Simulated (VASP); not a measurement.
# ZnO (zincite) (P6_3mc) in VASP: notebook

Aim: see how the results for ZnO (zincite) move with the level of theory and the settings. Levels: PBEsol, RPBE, revPBE, BLYP. Tasks: single point.

All numbers are computed with VASP 6.6.1; they aren't measurements. Logs are shortened: lines on timing, memory, paths and dates and some standing lists are left out, and cuts for length are marked.

### Step 1. The cell of the first run

The structure is hexagonal, space group P6_3mc (No. 186). The conventional cell has a = 3.249 Å, b = 3.249 Å, c = 5.206 Å, α = 90.00°, β = 90.00°, γ = 120.00°. Within 2.6 Å of Zn (site symmetry 3m) lie 4 O at 1.97 to 1.98 Å. O (site symmetry 3m) has 4 Zn at 1.97 to 1.98 Å within 2.6 Å.

### Step 2. Single point, PBEsol

INCAR

```
SYSTEM = ZnO
PREC     = Accurate       ! precision mode
ENCUT    = 520            ! plane-wave cutoff, eV
EDIFF    = 1E-7           ! SCF threshold, eV
ISMEAR   = -1             ! smearing method
SIGMA    = 0.05           ! smearing width, eV
LREAL    = .FALSE.        ! projectors in reciprocal space
LASPH    = .TRUE.         ! aspherical terms in the spheres
NELM     = 60             ! most SCF steps
ALGO     = Normal         ! electronic algorithm
ISIF     = 2              ! what is computed and relaxed
LWAVE    = .FALSE.        ! write WAVECAR
LCHARG   = .FALSE.        ! write CHGCAR
GGA      = PS             ! functional
NBANDS   = 26             ! bands
```

KPOINTS

```
Automatic mesh
0
G
  5 5 3
  0 0 0
```

POSCAR

```
ZnO
1.0
    3.2493080000      0.0000000000      0.0000000000
   -1.6246540000      2.8139832727      0.0000000000
    0.0000000000      0.0000000000      5.2057090000
Zn O
2 2
Direct
    0.6666666667      0.3333333333      0.0000000000
    0.3333333333      0.6666666667      0.5000000000
    0.3333333333      0.6666666667      0.8790100000
    0.6666666667      0.3333333333      0.3790100000
```

Potentials or basis: VASP PAW PBE potentials, release 64 (Zn, O).

The run is started by

```sh
> cat potpaw_PBE.64/Zn/POTCAR potpaw_PBE.64/O/POTCAR > POTCAR
> mpirun -np 1 vasp_std > vasp.out
```

OUTCAR:

```text
SYSTEM = ZnO
   PREC = Accurate
   ENCUT = 520
   EDIFF = 1E-7
   ISMEAR = -1
   LREAL = .FALSE.
   LASPH = .TRUE.
   NELM = 60
   ISIF = 2
   GGA = PS

 ion  position               nearest neighbor table
   1  0.667  0.333  0.000-   4 1.97   3 1.98   3 1.98   3 1.98
   2  0.333  0.667  0.500-   3 1.97   4 1.98   4 1.98   4 1.98
   3  0.333  0.667  0.879-   2 1.97   1 1.98   1 1.98   1 1.98
   4  0.667  0.333  0.379-   1 1.97   2 1.98   2 1.98   2 1.98

  LATTYP: Found a hexagonal cell.
 ALAT       =     3.2493080000
 C/A-ratio  =     1.6020977390

  Lattice vectors:

 A1 = (   3.2493080000,   0.0000000000,   0.0000000000)
 A2 = (  -1.6246540000,   2.8139832727,   0.0000000000)
 A3 = (   0.0000000000,   0.0000000000,   5.2057090000)

Analysis of symmetry for initial positions (statically):
=====================================================================
 Subroutine PRICEL returns:
 Original cell was already a primitive cell.

 Routine SETGRP: Setting up the symmetry group for a
 hexagonal supercell.

 Subroutine GETGRP returns: Found 12 space group operations
 (whereof  6 operations were pure point group operations)
 out of a pool of 24 trial point group operations.

The static configuration has the point symmetry C_3v.
 The point group associated with its full space group is C_6v.

Analysis of symmetry for dynamics (positions and initial velocities):
=====================================================================
 Subroutine PRICEL returns:
 Original cell was already a primitive cell.

 Routine SETGRP: Setting up the symmetry group for a
 hexagonal supercell.

 Subroutine GETGRP returns: Found 12 space group operations
 (whereof  6 operations were pure point group operations)
 out of a pool of 24 trial point group operations.

The dynamic configuration has the point symmetry C_3v.
 The point group associated with its full space group is C_6v.

 Subroutine INISYM returns: Found 12 space group operations
 (whereof  6 operations are pure point group operations),
 and found     1 'primitive' translations

----------------------------------------------------------------------------------------

                                     Primitive cell

  volume of cell :      47.5984

  direct lattice vectors                    reciprocal lattice vectors
     3.249308000  0.000000000  0.000000000     0.307757836  0.177684070  0.000000000
    -1.624654000  2.813983273  0.000000000     0.000000000  0.355368139  0.000000000
     0.000000000  0.000000000  5.205709000     0.000000000  0.000000000  0.192096792

  length of vectors
     3.249308000  3.249308000  5.205709000     0.355368139  0.355368139  0.192096792

  position of ions in fractional coordinates (direct lattice)
     0.666666667  0.333333333  0.000000000
     0.333333333  0.666666667  0.500000000
     0.333333333  0.666666667  0.879010000
     0.666666667  0.333333333  0.379010000

  ion indices of the primitive-cell ions
   primitive index   ion index
                 1           1
                 2           2
                 3           3
                 4           4

----------------------------------------------------------------------------------------

 KPOINTS: Automatic mesh

Automatic generation of k-mesh.
 Grid dimensions read from file:
 generate k-points for:    5    5    3

 Generating k-lattice:

  Cartesian coordinates                     Fractional coordinates (reciprocal lattice)
     0.061551567  0.035536814  0.000000000     0.200000000  0.000000000  0.000000000
     0.000000000  0.071073628  0.000000000     0.000000000  0.200000000  0.000000000
     0.000000000  0.000000000  0.064032264     0.000000000  0.000000000  0.333333333

  Length of vectors
     0.071073628  0.071073628  0.064032264

  Shift w.r.t. Gamma in fractional coordinates (k-lattice)
     0.000000000  0.000000000  0.000000000

 Subroutine IBZKPT returns following result:
 ===========================================

 Found     10 irreducible k-points:

 Following reciprocal coordinates:
            Coordinates               Weight
  0.000000  0.000000  0.000000      1.000000
  0.200000 -0.000000  0.000000      6.000000
  0.400000 -0.000000  0.000000      6.000000
  0.200000  0.200000  0.000000      6.000000
  0.400000  0.200000  0.000000      6.000000
  0.000000  0.000000  0.333333      2.000000
  0.200000 -0.000000  0.333333     12.000000
  0.400000 -0.000000  0.333333     12.000000
  0.200000  0.200000  0.333333     12.000000
  0.400000  0.200000  0.333333     12.000000
   k-points           NKPTS =     10   k-points in BZ     NKDIM =     10   number of bands    NBANDS=     26
   number of dos      NEDOS =    301   number of ions     NIONS =      4
   total plane-waves  NPLWV =  23040
   dimension x,y,z NGX =    24 NGY =   24 NGZ =   40
   dimension x,y,z NGXF=    48 NGYF=   48 NGZF=   80
   ions per type =               2   2
   NGX,Y,Z   is equivalent  to a cutoff of  12.28, 12.28, 12.77 a.u.
   NGXF,Y,Z  is equivalent  to a cutoff of  24.56, 24.56, 25.55 a.u.
 SYSTEM =  ZnO
   PREC   = accura    normal or accurate (medium, high low for compatibility)
   ISTART =      0    job   : 0-new  1-cont  2-samecut
   ICHARG =      2    charge: 1-file 2-atom 10-const
   ISPIN  =      1    spin polarized calculation?
   LNONCOLLINEAR =      F non collinear calculations
   LSORBIT =      F    spin-orbit coupling
   LASPH  =      T    aspherical Exc in radial PAW
   ENCUT  =  520.0 eV  38.22 Ry    6.18 a.u.   6.04  6.04  9.68*2*pi/ulx,y,z
   NELM   =     60;   NELMIN=  2; NELMDL= -5     # of ELM steps
   EDIFF  = 0.1E-06   stopping-criterion for ELM
   LREAL  =      F    real-space projection
   EDIFFG = 0.1E-05   stopping-criterion for IOM
   NSW    =      0    number of steps for IOM
   IBRION =     -1    ionic relax: 0-MD 1-quasi-New 2-CG
   NFREE  =      0    steps in history (QN), initial steepest desc. (CG)
   ISIF   =      2    stress and relaxation
   ISYM   =      2    0-nonsym 1-usesym 2-fastsym
   POTIM  = 0.5000    time-step for ionic-motion
   TEBEG  =    0.0;   TEEND  =   0.0 temperature during run
   PSTRESS=    0.0 pullay stress
   NELECT =      36.0000    total number of electrons
   NUPDOWN=      -1.0000    fix difference up-down
   EMIN   =  10.00;   EMAX   =-10.00  energy-range for DOS
   EFERMI =   0.00;   METHOD = LEGACY
   ISMEAR =    -1;   SIGMA  =   0.05  broadening in eV -4-tet -1-fermi 0-gaus
   EFERMI_NEDOS =   21; number of points for ismear=-14 and -15
   IALGO  =     38    algorithm
   IMIX   =      4    mixing-type and parameters
     AMIX     =   0.40;   BMIX     =  1.00
     AMIX_MAG =   1.60;   BMIX_MAG =  1.00
  volume/ion in A,a.u.               =      11.90        80.30
  Fermi-wavevector in a.u.,A,eV,Ry     =   1.491574  2.818667 30.270160  2.224794
  Thomas-Fermi vector in A             =   2.604212
   LORBIT       =      0    0 simple, 1 ext, 2 COOP (PROOUT), +10 PAW based schemes
   GGA     = PS    functional components
   LHFCALC =     F    Hartree Fock is set to
   AEXX    =    0.0000 exact exchange contribution
   IVDW    =     0    specifies the selected vdW correction
   LEPSILON=     F    determine dielectric tensor
   LRPA    =     F    only Hartree local field effects (RPA)
 non-spin polarized calculation
  energy-cutoff  :      520.00
  volume of cell :       47.60
 maximum number of plane-waves:      1289
   NGX = 13   NGY = 13   NGZ = 19

 number of electron      36.0000017 magnetization

 Free energy of the ion-electron system (eV)
  ---------------------------------------------------
  ext. energy  EPLUGINS =         0.00000000
  ---------------------------------------------------
  free energy    TOTEN  =       -19.40210150 eV

  energy without entropy =      -19.40206599  energy(sigma->0) =      -19.40208375

 E-fermi :   1.4146     XC(G=0): -11.1838

 val. band max:        1.0522753730   @ k =   0.0000   0.0000   0.0000
 cond. band min:       1.7344515501   @ k =   0.0000   0.0000   0.0000
 fundamental gap:      0.6821761771
 Fermi energy:         1.4146243608

 k-point     1 :       0.0000    0.0000    0.0000
  band No.  band energies     occupation
      1     -16.9860      2.00000
      2     -16.2339      2.00000
      3      -4.6554      2.00000
      4      -4.6554      2.00000
      5      -4.6553      2.00000
      6      -4.6161      2.00000
[... 18 lines left out ...]
     25      15.0537      0.00000
     26      15.0537      0.00000

 k-point     2 :       0.2000   -0.0000    0.0000
  band No.  band energies     occupation
      1     -16.7768      2.00000
      2     -16.1487      2.00000
      3      -4.8682      2.00000
      4      -4.5584      2.00000
      5      -4.5462      2.00000
      6      -4.4616      2.00000
[... 18 lines left out ...]
     25      14.6800      0.00000
     26      15.2180      0.00000

 k-point     3 :       0.4000   -0.0000    0.0000
  band No.  band energies     occupation
      1     -16.3744      2.00000
      2     -16.0515      2.00000
      3      -4.9717      2.00000
      4      -4.6691      2.00000
      5      -4.4181      2.00000
      6      -4.1505      2.00000
[... 18 lines left out ...]
     25      14.2014      0.00000
     26      15.0675      0.00000

 k-point     4 :       0.2000    0.2000    0.0000
  band No.  band energies     occupation
      1     -16.4655      2.00000
      2     -16.0601      2.00000
      3      -4.8324      2.00000
      4      -4.6851      2.00000
      5      -4.3941      2.00000
      6      -4.3157      2.00000
[... 18 lines left out ...]
     25      12.9395      0.00000
     26      15.8924      0.00000
[... 90 lines left out ...]
      1     -16.2880      2.00000
      2     -16.1261      2.00000
      3      -5.0981      2.00000
      4      -4.9878      2.00000
      5      -4.3204      2.00000
      6      -4.2137      2.00000
[... 18 lines left out ...]
     25      14.3768      0.00000
     26      14.8124      0.00000

 k-point     9 :       0.2000    0.2000    0.3333
  band No.  band energies     occupation
      1     -16.3604      2.00000
      2     -16.1572      2.00000
      3      -4.9817      2.00000
      4      -4.9011      2.00000
      5      -4.4071      2.00000
      6      -4.3957      2.00000
[... 18 lines left out ...]
     25      13.5545      0.00000
     26      15.6222      0.00000

 k-point    10 :       0.4000    0.2000    0.3333
  band No.  band energies     occupation
      1     -16.1638      2.00000
      2     -16.0910      2.00000
      3      -4.8652      2.00000
      4      -4.7742      2.00000
      5      -4.4406      2.00000
      6      -4.2219      2.00000
[... 18 lines left out ...]
     25      14.7195      0.00000
     26      15.4515      0.00000

------------------------ aborting loop because EDIFF is reached ----------------------------------------

  FORCE on cell =-STRESS in cart. coord.  units (eV):
  Direction    XX          YY          ZZ          XY          YZ          ZX
  --------------------------------------------------------------------------------------
  -------------------------------------------------------------------------------------
  Total       -0.3173457     -0.3173457      0.1710709      0.0000000     -0.0000000      0.0000000
  in kB      -10.6819578    -10.6819578      5.7583025      0.0000000     -0.0000000      0.0000000
  external PRESSURE =      -5.2018710 kB  Pullay stress =       0.0000000 kB

 VOLUME and BASIS-vectors are now :
 -----------------------------------------------------------------------------
  energy-cutoff  :      520.00
  volume of cell :       47.60
      direct lattice vectors                 reciprocal lattice vectors
     3.249308000  0.000000000  0.000000000     0.307757836  0.177684070  0.000000000
    -1.624654000  2.813983273  0.000000000     0.000000000  0.355368139  0.000000000
     0.000000000  0.000000000  5.205709000     0.000000000  0.000000000  0.192096792

 POSITION                                       TOTAL-FORCE (eV/Angst)
 -----------------------------------------------------------------------------------
      1.62465      0.93799      0.00000         0.000000      0.000000     -0.065318
     -0.00000      1.87599      2.60285        -0.000000      0.000000     -0.065318
     -0.00000      1.87599      4.57587        -0.000000      0.000000      0.065318
      1.62465      0.93799      1.97302         0.000000     -0.000000      0.065318
 -----------------------------------------------------------------------------------
    total drift:                               -0.000000     -0.000000     -0.000688

  FREE ENERGIE OF THE ION-ELECTRON SYSTEM (eV)
  ---------------------------------------------------
  free  energy   TOTEN  =       -19.4021014979 eV

  energy  without entropy=      -19.4020659930  energy(sigma->0) =      -19.40208375
```

It took 16 s on 1 thread of Intel Xeon 6975P-C, shared host; peak memory 0.16 GiB.

What came out:

| Property | Result |
| --- | --- |
| Free energy | -19.4021 eV |
| Pressure | -0.5 GPa |
| Largest force | 0.065 eV/Å |
| Band gap on the k mesh | 0.68 eV, direct |

Forces in eV/Å, atoms in the order of the input:
```
Zn   0.000  0.000 -0.065
Zn   0.000  0.000 -0.065
O    0.000  0.000  0.065
O    0.000  0.000  0.065
```

Stress tensor (GPa, compression positive):
```
-1.07  0.00  0.00
 0.00 -1.07  0.00
 0.00  0.00  0.58
```

Caveat: the k points lie up to 0.45 Å⁻¹ apart; the PAW data sets were made with another functional, which shifts forces and pressure a little. Expect the measured gap to be larger: semilocal functionals such as PBEsol lack the derivative discontinuity.

### Step 3. Single point, RPBE

INCAR

```
SYSTEM = ZnO
PREC     = Accurate       ! precision mode
ENCUT    = 520            ! plane-wave cutoff, eV
EDIFF    = 1E-7           ! SCF threshold, eV
ISMEAR   = -1             ! smearing method
SIGMA    = 0.05           ! smearing width, eV
LREAL    = .False.        ! projectors in reciprocal space
LASPH    = .True.         ! aspherical terms in the spheres
NELM     = 80             ! most SCF steps
ALGO     = Normal         ! electronic algorithm
ISIF     = 2              ! what is computed and relaxed
LWAVE    = .False.        ! write WAVECAR
LCHARG   = .False.        ! write CHGCAR
GGA      = RP             ! functional
NBANDS   = 26             ! bands
```

KPOINTS

```
Automatic mesh
0
Gamma
  5 5 3
  0 0 0
```

POSCAR is that of step 2.

Potentials or basis: VASP PAW PBE potentials, release 64 (Zn, O).

The run is started by

```sh
> cat potpaw_PBE.64/Zn/POTCAR potpaw_PBE.64/O/POTCAR > POTCAR
> mpirun -np 1 vasp_std > vasp.out
```

It took 14 s on 1 thread of Intel Xeon 6975P-C, shared host; peak memory 0.16 GiB.

Results (log left out):

| Quantity | Value |
| --- | --- |
| Free energy | -16.2480 eV |
| Pressure | 10.6 GPa |
| Largest force | 0.081 eV/Å |
| Band gap on the k mesh | 0.88 eV, direct |

Forces on the atoms (eV/Å):
```
Zn   0.000  0.000 -0.081
Zn   0.000  0.000 -0.081
O    0.000  0.000  0.081
O    0.000  0.000  0.081
```

Stress tensor (GPa, compression positive):
```
10.08  0.00  0.00
 0.00 10.08  0.00
 0.00  0.00 11.73
```

Levels at points of the mesh, in eV from the valence-band top:
```
           k point  band 15  band 16  band 17  band 18  band 19  band 20  band 21  band 22
(0.00, 0.00, 0.00)    -0.81    -0.07     0.00     0.00     0.88     5.31     8.38    12.95
```

Caveat: the k points lie up to 0.45 Å⁻¹ apart; the PAW data sets were made with another functional, which shifts forces and pressure a little. Expect the measured gap to be larger: semilocal functionals such as RPBE lack the derivative discontinuity.

### Step 4. Single point, revPBE

INCAR

```
ALGO = Normal
EDIFF = 1E-6
ENCUT = 520
GGA = RE
ISIF = 2
ISMEAR = -1
LASPH = True
LCHARG = False
LREAL = False
LWAVE = False
NBANDS = 26
NELM = 100
PREC = Accurate
SIGMA = 0.05
```

KPOINTS

```
k-points
0
Gamma
  5 5 3
```

POSCAR is that of step 3.

The run is started by

```sh
> cat potpaw_PBE.64/Zn/POTCAR potpaw_PBE.64/O/POTCAR > POTCAR
> mpirun -np 1 vasp_std > vasp.out
```

Run time: 12 s. Hardware: 1 thread of Intel Xeon 6975P-C, shared host; peak memory 0.16 GiB.

It converged, with:

```yaml
Free_energy: -16.4680 eV
Pressure: 9.4 GPa
Largest_force: 0.079 eV/Å
Band_gap_on_the_k_mesh: 0.85 eV, direct
```

Forces on the atoms (eV/Å):
```
Zn   0.000  0.000 -0.079
Zn   0.000  0.000 -0.079
O    0.000  0.000  0.079
O    0.000  0.000  0.079
```

Stress tensor (GPa, compression positive):
```
 8.87  0.00  0.00
 0.00  8.87  0.00
 0.00  0.00 10.53
```

Levels at points of the mesh, in eV from the valence-band top:
```
           k point  band 14  band 15  band 16  band 17  band 18  band 19  band 20  band 21  band 22  band 23
(0.00, 0.00, 0.00)    -0.81    -0.81    -0.07     0.00     0.00     0.85     5.28     8.35    12.92    12.92
```

Caveat: the k points lie up to 0.45 Å⁻¹ apart; the PAW data sets were made with another functional, which shifts forces and pressure a little.

(Part 1 of 2 ends here.)
